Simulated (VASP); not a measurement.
Set up this calculation in VASP 6.6.1, as the native input.

```
Task                   : single point
Functional             : PBE
Potentials or basis    : VASP PAW PBE potentials, release 64 (Al, Ga_d, As)
Cutoff                 : 520 eV
k mesh                 : 12 × 12 × 4
Occupations            : gaussian, width 0.1 eV
Spin                   : no spin polarisation
Dipole correction      : no
Further INCAR settings : ALGO = Normal; EDIFF = 1e-06; NBANDS = 31
```

The structure of AlGa2As3 lies in POSCAR:

```
AlGa2As3
1.0
    3.3718450617      0.0000000000      0.0000000000
    0.0000000000      3.3718450617      0.0000000000
    0.0000000000      0.0000000000     11.0479018287
Al Ga As
1 2 3
Direct
    0.5000000000      0.5000000000      0.0000000000
    0.5000000000      0.5000000000      0.3480433860
    0.5000000000      0.5000000000      0.6519566140
    0.0000000000      0.0000000000      0.8823436379
    0.0000000000      0.0000000000      0.1176563621
    0.0000000000      0.0000000000      0.5000000000
```

The input as run:

INCAR

```
SYSTEM = AlGa2As3
ALGO = Normal
EDIFF = 1E-6
ENCUT = 520
GGA = PE
ISIF = 2
ISMEAR = 0
LASPH = .True.
LCHARG = .True.
LELF = .True.
LREAL = .False.
LVHAR = .True.
LWAVE = .False.
NBANDS = 31
NELM = 60
PREC = Accurate
SIGMA = 0.1
```

KPOINTS

```
k-points
0
Gamma
  12 12 4
  0 0 0
```

Potentials or basis: VASP PAW PBE potentials, release 64 (Al, Ga_d, As).

Run with:

```sh
$ cat potpaw_PBE.64/Al/POTCAR potpaw_PBE.64/Ga_d/POTCAR potpaw_PBE.64/As/POTCAR > POTCAR
$ mpirun -np 1 vasp_std > vasp.out
```

Results of the run:

The pressure is 0.1 GPa, the largest force is 0.041 eV/Å and the band gap on the k mesh is zero (band 22 reaches 6.68 eV, above the bottom of band 23 at 2.77 eV).

Run time: 120 s on 1 thread of Intel(R) Xeon(R) 6975P-C (Granite Rapids), on a shared host, peak memory 0.44 GiB.
